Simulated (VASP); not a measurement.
Crystal: YAs4.

```
CELL_PARAMETERS angstrom
-3.28927 3.28927 3.28927
3.28927 -3.28927 3.28927
3.28927 3.28927 -3.28927
ATOMIC_POSITIONS crystal
Y 0.00000 0.00000 0.00000
As 0.50000 0.50000 0.50000
As 0.00000 0.00000 0.50000
As 0.00000 0.50000 0.00000
As 0.50000 0.00000 0.00000
```

```yaml
Program: VASP 6.6.1
Task: relaxation of cell and atoms
Functional: PBE
Potentials_or_basis: VASP PAW PBE potentials, release 64 (Y_sv, As)
Cutoff: 600 eV
k_mesh: 4 × 4 × 4
Occupations: gaussian, width 0.1 eV
Spin: no spin polarisation
```

At the start: pressure -3.6 GPa; volume 28.47 Å³/atom.

Task: How do energy, volume and symmetry change on relaxing?

Result: Over 3 steps the energy falls by 24.1 meV/atom and the volume is 26.44 Å³/atom (-7.1 %); space group Im-3m (No. 229, to 0.05 Å).

The path:
| step | energy change (eV) | largest force (eV/Å) | pressure (GPa) | volume (Å³) |
| --- | --- | --- | --- | --- |
| 1 | 0.0000 | 0.0000 | -3.56 | 142.35 |
| 2 | -0.1116 | 0.0000 | 1.13 | 129.71 |
| 3 | -0.1203 | 0.0000 | 0.01 | 132.20 |

Final structure:
```cif
data_structure
_symmetry_space_group_name_H-M 'P 1'
_symmetry_Int_Tables_number 1
_cell_length_a 5.5584
_cell_length_b 5.5584
_cell_length_c 5.5584
_cell_angle_alpha 109.471
_cell_angle_beta 109.471
_cell_angle_gamma 109.471
_cell_volume 132.20
loop_
_atom_site_label
_atom_site_type_symbol
_atom_site_fract_x
_atom_site_fract_y
_atom_site_fract_z
_atom_site_occupancy
Y1 Y 0.00000 0.00000 0.00000 1
As1 As 0.50000 0.50000 0.50000 1
As2 As 0.00000 0.00000 0.50000 1
As3 As 0.00000 0.50000 0.00000 1
As4 As 0.50000 0.00000 0.00000 1
```
